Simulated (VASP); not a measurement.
# Tl (Fm-3m) in VASP: notebook, part 2 of 2

VASP 6.6.1. The steps go on from the part before.

**5. Single point, RPBE+D4, non-collinear spin, zero start, spin-orbit coupling**

INCAR

```
  PREC = Accurate
  ENCUT = 500
  EDIFF = 1E-6
  ISMEAR = -1
  SIGMA = 0.1
  LREAL = False
  LASPH = True
  NELM = 200
  ALGO = Normal
  ISIF = 2
  LWAVE = False
  LCHARG = True
  LNONCOLLINEAR = True
  MAGMOM = 0 0 0
  LORBIT = 11
  LSORBIT = True
  GGA_COMPAT = False
  LORBMOM = True
  GGA = RP
  IVDW = 13
  LVHAR = True
  NBANDS = 24
```

KPOINTS

```
Automatic mesh
0
Gamma
  7 7 7
```

POSCAR

```
Tl
1.0
    0.0000000000      2.4663412350      2.4663412350
    2.4663412350      0.0000000000      2.4663412350
    2.4663412350      2.4663412350      0.0000000000
Tl
1
Direct
    0.0000000000      0.0000000000      0.0000000000
```

Potentials or basis: VASP PAW PBE potentials, release 64 (Tl_d).

Started as:

```bash
> cat potpaw_PBE.64/Tl_d/POTCAR > POTCAR
> mpirun -np 1 vasp_ncl > vasp.out
```

OUTCAR:

```text
PREC = Accurate
   ENCUT = 500
   EDIFF = 1E-6
   ISMEAR = -1
   LREAL = False
   LASPH = True
   NELM = 200
   ISIF = 2
   LNONCOLLINEAR = True
   LORBIT = 11
   LSORBIT = True
   GGA = RP
   IVDW = 13

 ion  position               nearest neighbor table
   1  0.000  0.000  0.000-

  LATTYP: Found a face centered cubic cell.
 ALAT       =     4.9326824700

  Lattice vectors:

 A1 = (   0.0000000000,   2.4663412350,   2.4663412350)
 A2 = (   2.4663412350,   0.0000000000,   2.4663412350)
 A3 = (   2.4663412350,   2.4663412350,   0.0000000000)

Analysis of symmetry for initial positions (statically):
=====================================================================
 Subroutine PRICEL returns:
 Original cell was already a primitive cell.

 Routine SETGRP: Setting up the symmetry group for a
 face centered cubic supercell.

 Subroutine GETGRP returns: Found 48 space group operations
 (whereof 48 operations were pure point group operations)
 out of a pool of 48 trial point group operations.

The static configuration has the point symmetry O_h .

Analysis of symmetry for dynamics (positions and initial velocities):
=====================================================================
 Subroutine PRICEL returns:
 Original cell was already a primitive cell.

 Routine SETGRP: Setting up the symmetry group for a
 face centered cubic supercell.
[... 742 lines left out ...]

  energy  without entropy=       -2.6377461287  energy(sigma->0) =       -2.65022396

 orbital moment (x)

 # of ion     p       d       tot
 ----------------------------------------
  1         0.000   0.000   0.000
 ----------------------------------------
            0.000   0.000   0.000

 orbital moment (y)

 # of ion     p       d       tot
 ----------------------------------------
  1         0.000  -0.000  -0.000
 ----------------------------------------
            0.000  -0.000  -0.000

 orbital moment (z)

 # of ion     p       d       tot
 ----------------------------------------
  1         0.000  -0.000  -0.000
 ----------------------------------------
            0.000  -0.000  -0.000

 Spin-Orbit-Coupling matrix elements

 Ion:    1  E_soc:     -0.6211159
 l=   1
     0.0000000    -0.0546650    -0.0546650
    -0.0546650     0.0000000    -0.0546650
    -0.0546650    -0.0546650     0.0000000
 l=   2
     0.0000000    -0.0096226     0.0000000    -0.0096226    -0.0392317
    -0.0096226     0.0000000    -0.0294238    -0.0096226    -0.0098079
     0.0000000    -0.0294238     0.0000000    -0.0294238     0.0000000
    -0.0096226    -0.0096226    -0.0294238     0.0000000    -0.0098079
    -0.0392317    -0.0098079     0.0000000    -0.0098079     0.0000000
 l=   3
     0.0000000     0.0000000     0.0000000     0.0000000     0.0000000     0.0000000     0.0000000
     0.0000000     0.0000000     0.0000000     0.0000000     0.0000000     0.0000000     0.0000000
     0.0000000     0.0000000     0.0000000     0.0000000     0.0000000     0.0000000     0.0000000
     0.0000000     0.0000000     0.0000000     0.0000000     0.0000000     0.0000000     0.0000000
     0.0000000     0.0000000     0.0000000     0.0000000     0.0000000     0.0000000     0.0000000
     0.0000000     0.0000000     0.0000000     0.0000000     0.0000000     0.0000000     0.0000000
     0.0000000     0.0000000     0.0000000     0.0000000     0.0000000     0.0000000     0.0000000

 total charge

# of ion       s       p       d       tot
------------------------------------------
    1        1.188   0.385   9.640  11.213

 magnetization (x)

# of ion       s       p       d       tot
------------------------------------------
    1        0.000  -0.000   0.000   0.000

 magnetization (y)

# of ion       s       p       d       tot
------------------------------------------
    1        0.000  -0.000  -0.000  -0.000

 magnetization (z)

# of ion       s       p       d       tot
------------------------------------------
    1       -0.000   0.000   0.000  -0.000
```

OSZICAR:

```text
N       E                     dE             d eps       ncg     rms          rms(c)
DAV:   1     0.667613159893E+02    0.66761E+02   -0.66605E+03   984   0.969E+02
DAV:   2    -0.756811260575E+00   -0.67518E+02   -0.65612E+02  1088   0.249E+02
DAV:   3    -0.209572759637E+01   -0.13389E+01   -0.13342E+01  1200   0.313E+01
DAV:   4    -0.210382434123E+01   -0.80967E-02   -0.80964E-02  1136   0.265E+00
DAV:   5    -0.210394660916E+01   -0.12227E-03   -0.12226E-03  1208   0.326E-01    0.253E+00
DAV:   6    -0.209105413425E+01    0.12892E-01   -0.17916E-02  1112   0.134E+00    0.171E+00
DAV:   7    -0.208869958737E+01    0.23545E-02   -0.72536E-03  1160   0.856E-01    0.737E-01
DAV:   8    -0.208866970257E+01    0.29885E-04   -0.17612E-04  1168   0.111E-01    0.263E-01
DAV:   9    -0.208863877938E+01    0.30923E-04   -0.22444E-04  1136   0.146E-01    0.148E-02
DAV:  10    -0.208864629869E+01   -0.75193E-05   -0.97809E-06  1136   0.308E-02    0.660E-03
DAV:  11    -0.208864723087E+01   -0.93219E-06   -0.70180E-07   968   0.699E-03
   1 F= -.26627018E+01 E0= -.26502240E+01  d E =-.249557E-01  mag=     0.0000    -0.0000     0.0000
```

Wall time 31 s (1 thread of Intel Xeon Platinum 8488C (Sapphire Rapids), shared host); peak memory 0.24 GiB.

What came out:

* Free energy: -2.6627 eV
* Pressure: 0.0 GPa
* Net moment: 0.00 μB per cell
* Valence electrons inside the program's atomic spheres: Tl 11.21
* Dispersion energy per atom: -0.574 eV

Moments on the atoms (μB; x, y, z):
```
Tl  0.00 0.00 0.00
```

Caveat: the PAW data sets were made with another functional, which shifts forces and pressure a little.

**6. Relaxation of cell and atoms, pbe exchange, pbesol correlation, collinear spin**

INCAR

```
PREC = Accurate
ENCUT = 500
EDIFF = 1E-7
ISMEAR = -1
SIGMA = 0.1
LREAL = False
LASPH = True
NELM = 200
ALGO = Normal
ISIF = 3
LWAVE = False
LCHARG = False
ISPIN = 2
MAGMOM = 0.5
LORBIT = 11
GGA = LIBXC
LIBXC1 = GGA_X_PBE
LIBXC2 = GGA_C_PBE_SOL
IBRION = 2
NSW = 80
EDIFFG = -0.01
GGA_COMPAT = False
NELMIN = 4
```

KPOINTS

```
Automatic mesh
0
Gamma
  9 9 9
```

POSCAR

```
Tl
1.0
    0.0000000000      2.4663412330      2.4663412330
    2.4663412330      0.0000000000      2.4663412330
    2.4663412330      2.4663412330      0.0000000000
Tl
1
Direct
    0.0000000000      0.0000000000      0.0000000000
```

Potentials or basis: VASP PAW PBE potentials, release 64 (Tl_d).

Started as:

```bash
> cat potpaw_PBE.64/Tl_d/POTCAR > POTCAR
> mpirun -np 1 vasp_std > vasp.out
```

It took 46 s on 1 thread of Intel Xeon Platinum 8488C (Sapphire Rapids), shared host; peak memory 0.18 GiB.

It converged, with:

| Quantity | Value |
| --- | --- |
| Free energy | -2.1982 eV |
| Relaxed volume | 31.85 Å³/atom |
| Relaxed cell | a = 3.558 Å, b = 3.558 Å, c = 3.558 Å, α = 60.00°, β = 60.00°, γ = 60.00° |
| Space group after relaxing (to 0.1 Å) | Fm-3m (No. 225) |
| Energy gained by relaxing | 9.8 meV/atom |
| Ionic steps | 3 |
| Pressure after relaxing | 0.0 GPa |
| Net moment | 0.00 μB per cell |
| Valence electrons inside the program's atomic spheres | Tl 11.18 |

The path:
| step | energy change (eV) | largest force (eV/Å) | pressure (GPa) | volume (Å³) |
| --- | --- | --- | --- | --- |
| 1 | 0.0000 | 0.0000 | 1.80 | 30.00 |
| 2 | -0.0094 | 0.0000 | 0.30 | 31.49 |
| 3 | -0.0098 | 0.0000 | 0.01 | 31.85 |

Final structure:
```
CELL_PARAMETERS angstrom
0.00000 2.51602 2.51602
2.51602 0.00000 2.51602
2.51602 2.51602 0.00000
ATOMIC_POSITIONS crystal
Tl 0.00000 0.00000 0.00000
```

Levels at points of the mesh, in eV from the Fermi level:
Spin up:
```
           k point  band 4  band 5  band 6  band 7  band 8  band 9
(0.00, 0.00, 0.00)  -11.30  -11.30   -9.36    9.32    9.32    9.32
```
Spin down:
```
           k point  band 4  band 5  band 6  band 7  band 8  band 9
(0.00, 0.00, 0.00)  -11.30  -11.30   -9.36    9.32    9.32    9.32
```

Caveat: the PAW data sets were made with another functional, which shifts forces and pressure a little; spin-orbit coupling is left out, which moves the levels of the heavy elements.

**7. Overview**

| task | level | spin | cell | k mesh | cutoff (eV) | smearing | gap on the mesh (eV) | pressure (GPa) | moment (μB) |
| --- | --- | --- | --- | --- | --- | --- | --- | --- | --- |
| single point | PBEsol+D3(BJ) | collinear | a = 3.488 Å, angles 60.0°, 1 atom | 9 × 9 × 9 | 520 | fermi-dirac 0.1 eV | none | -3.8 | 0.00 |
| single point | r2SCAN | off | a = 3.654 Å, angles 60.0°, 1 atom | 9 × 9 × 9 | 550 | fermi-dirac 0.05 eV | none | -3.2 | - |
| single point | pbe exchange, pbesol correlation | collinear | a = 3.560 Å, angles 60.0°, 1 atom | 9 × 9 × 9 | 500 | fermi-dirac 0.1 eV | none | -0.1 | 0.00 |
| single point | RPBE+D4 | non-collinear, zero start, SOC | a = 3.488 Å, angles 60.0°, 1 atom | 7 × 7 × 7 | 500 | fermi-dirac 0.1 eV | - | 0.0 | 0.00 |
| relaxation of cell and atoms | pbe exchange, pbesol correlation | collinear | relaxed from a = 3.488 Å, angles 60.0°, 1 atom | 9 × 9 × 9 | 500 | fermi-dirac 0.1 eV | none | 0.0 | 0.00 |

Alike in all rows: potentials or basis VASP PAW PBE potentials, release 64 (Tl_d).

Caveats: the PAW data sets were made with another functional, which shifts forces and pressure a little; spin-orbit coupling is left out, which moves the levels of the heavy elements (at least some runs); the cell stands under tension (at least some runs).

Absolute energies hang on the potentials; compare differences alone.
